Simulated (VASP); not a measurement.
# BiMo (zincblende type) (F-43m) in VASP: a series of runs, part 3 of 3

VASP 6.6.1. The steps go on from the part before.

### Step 6. Electric field gradients, PBE (volume scaled by 1.04)

Input file INCAR:

```
SYSTEM = BiMo
PREC     = Accurate       ! precision mode
ENCUT    = 520            ! plane-wave cutoff, eV
EDIFF    = 1E-8           ! SCF threshold, eV
ISMEAR   = -1             ! smearing method
SIGMA    = 0.08           ! smearing width, eV
LREAL    = .False.        ! projectors in reciprocal space
LASPH    = .True.         ! aspherical terms in the spheres
NELM     = 80             ! most SCF steps
ALGO     = Normal         ! electronic algorithm
ISIF     = 2              ! what is computed and relaxed
LWAVE    = .False.        ! write WAVECAR
LCHARG   = .False.        ! write CHGCAR
GGA      = PE             ! functional
LEFG     = .True.       
NBANDS   = 22             ! bands
```

Input file KPOINTS:

```
regular mesh
0
Gamma
  11 11 11
  0 0 0
```

Input file POSCAR:

```
BiMo
1.0
    0.0000000000      3.1993105283      3.1993105283
    3.1993105283      0.0000000000      3.1993105283
    3.1993105283      3.1993105283      0.0000000000
Mo Bi
1 1
Direct
    0.0000000000      0.0000000000      0.0000000000
    0.2500000000      0.2500000000      0.2500000000
```

Potentials or basis: VASP PAW PBE potentials, release 64 (Mo_sv, Bi_d).

Command:

```console
$ cat potpaw_PBE.64/Mo_sv/POTCAR potpaw_PBE.64/Bi_d/POTCAR > POTCAR
$ mpirun -np 1 vasp_std > vasp.out
```

OUTCAR:

```text
SYSTEM = BiMo
   PREC = Accurate
   ENCUT = 520
   EDIFF = 1E-8
   ISMEAR = -1
   LREAL = .False.
   LASPH = .True.
   NELM = 80
   ISIF = 2
   GGA = PE

 ion  position               nearest neighbor table
   1  0.000  0.000  0.000-   2 2.77   2 2.77   2 2.77   2 2.77
   2  0.250  0.250  0.250-   1 2.77   1 2.77   1 2.77   1 2.77

  LATTYP: Found a face centered cubic cell.
 ALAT       =     6.3986210566

  Lattice vectors:

 A1 = (   0.0000000000,   3.1993105283,   3.1993105283)
 A2 = (   3.1993105283,   0.0000000000,   3.1993105283)
 A3 = (   3.1993105283,   3.1993105283,   0.0000000000)

Analysis of symmetry for initial positions (statically):
=====================================================================
 Subroutine PRICEL returns:
 Original cell was already a primitive cell.

 Routine SETGRP: Setting up the symmetry group for a
 face centered cubic supercell.

 Subroutine GETGRP returns: Found 24 space group operations
[... 787 lines left out ...]
  volume of cell :       65.49
      direct lattice vectors                 reciprocal lattice vectors
     0.000000000  3.199310528  3.199310528    -0.156283673  0.156283673  0.156283673
     3.199310528  0.000000000  3.199310528     0.156283673 -0.156283673  0.156283673
     3.199310528  3.199310528  0.000000000     0.156283673  0.156283673 -0.156283673

 POSITION                                       TOTAL-FORCE (eV/Angst)
 -----------------------------------------------------------------------------------
      0.00000      0.00000      0.00000         0.000000      0.000000      0.000000
      1.59966      1.59966      1.59966        -0.000000     -0.000000     -0.000000
 -----------------------------------------------------------------------------------
    total drift:                                0.000000      0.000000      0.000000

  FREE ENERGIE OF THE ION-ELECTRON SYSTEM (eV)
  ---------------------------------------------------
  free  energy   TOTEN  =       -11.4783079737 eV

  energy  without entropy=      -11.3400111010  energy(sigma->0) =      -11.40915954

 Electric field gradients (V/A^2)
---------------------------------------------------------------------
 ion       V_xx      V_yy      V_zz      V_xy      V_xz      V_yz
---------------------------------------------------------------------
   1       0.000    -0.000     0.000    -0.000    -0.000    -0.000
   2       0.000     0.000     0.000    -0.001    -0.001    -0.001
---------------------------------------------------------------------

 Electric field gradients after diagonalization (V/A^2)
 (convention: |V_zz| > |V_xx| > |V_yy|)
----------------------------------------------------------------------
 ion       V_xx      V_yy      V_zz     asymmetry (V_yy - V_xx)/ V_zz
----------------------------------------------------------------------
   1       0.000     0.000    -0.000       0.000
   2       0.001     0.001    -0.002       0.000
----------------------------------------------------------------------

           NMR quadrupolar parameters

 Cq : quadrupolar parameter    Cq=e*Q*V_zz/h
 eta: asymmetry parameters     (V_yy - V_xx)/ V_zz
 Q  : nuclear electric quadrupole moment in mb (millibarn)
----------------------------------------------------------------------
 ion       Cq(MHz)       eta       Q (mb)
----------------------------------------------------------------------
   1      -0.000       0.000       1.000
   2      -0.000       0.000       1.000
----------------------------------------------------------------------
```

OSZICAR:

```text
N       E                     dE             d eps       ncg     rms          rms(c)
DAV:   1     0.304170568769E+03    0.30417E+03   -0.14961E+04  2472   0.142E+03
DAV:   2     0.757998303570E+01   -0.29659E+03   -0.28699E+03  2530   0.429E+02
DAV:   3    -0.113191811742E+02   -0.18899E+02   -0.18253E+02  3108   0.112E+02
DAV:   4    -0.118469486381E+02   -0.52777E+00   -0.52640E+00  2810   0.199E+01
DAV:   5    -0.118649398083E+02   -0.17991E-01   -0.17989E-01  3342   0.351E+00    0.627E+00
DAV:   6    -0.115732849963E+02    0.29165E+00   -0.22775E+00  2624   0.858E+00    0.219E+00
DAV:   7    -0.114821034049E+02    0.91182E-01   -0.37070E-01  2672   0.445E+00    0.139E+00
DAV:   8    -0.114778618837E+02    0.42415E-02   -0.31627E-02  3242   0.167E+00    0.257E-01
DAV:   9    -0.114781968496E+02   -0.33497E-03   -0.14091E-03  3390   0.290E-01    0.912E-02
DAV:  10    -0.114782902836E+02   -0.93434E-04   -0.38637E-04  3292   0.184E-01    0.205E-02
DAV:  11    -0.114783062355E+02   -0.15952E-04   -0.32405E-05  2758   0.437E-02    0.823E-03
DAV:  12    -0.114783076490E+02   -0.14134E-05   -0.63287E-06  2832   0.184E-02    0.285E-03
DAV:  13    -0.114783079321E+02   -0.28309E-06   -0.55804E-07  2848   0.481E-03    0.104E-03
DAV:  14    -0.114783079469E+02   -0.14874E-07   -0.53114E-08  2404   0.149E-03    0.246E-04
DAV:  15    -0.114783079575E+02   -0.10547E-07   -0.81889E-09  2302   0.573E-04    0.651E-05
DAV:  16    -0.114783079683E+02   -0.10799E-07   -0.54415E-10  1478   0.220E-04    0.234E-05
DAV:  17    -0.114783079737E+02   -0.54429E-08   -0.25071E-10  1358   0.168E-04
   1 F= -.11478308E+02 E0= -.11409160E+02  d E =-.138297E+00
```

Wall time 36 s (1 thread of Intel Xeon 6975P-C (Granite Rapids), shared host); peak memory 0.25 GiB.

What came out:

```yaml
Free_energy: -11.4783 eV
Pressure: -2.3 GPa
```

Caveat: without QUAD_EFG the Cq values of the log hold for a quadrupole moment of 1 mb, not for the nuclei; spin-orbit coupling is left out, which moves the levels of the heavy elements.

### Step 7. Summary

| cell | gap on the mesh (eV) | pressure (GPa) |
| --- | --- | --- |
| a = 4.405 Å, angles 60.0°, 2 atoms | none | 3.0 |
| a = 4.436 Å, angles 60.0°, 2 atoms | none | 1.4 |
| a = 4.466 Å, angles 60.0°, 2 atoms | none | 0.0 |
| a = 4.495 Å, angles 60.0°, 2 atoms | none | -1.2 |
| a = 4.525 Å, angles 60.0°, 2 atoms | none | -2.3 |

Alike in all rows: task electric field gradients; level PBE; potentials or basis VASP PAW PBE potentials, release 64 (Mo_sv, Bi_d); no spin polarisation; k mesh 11 × 11 × 11; cutoff (eV) 520; smearing fermi-dirac 0.08 eV.

Caveats: spin-orbit coupling is left out, which moves the levels of the heavy elements.

Absolute energies hang on the potentials; compare differences alone.
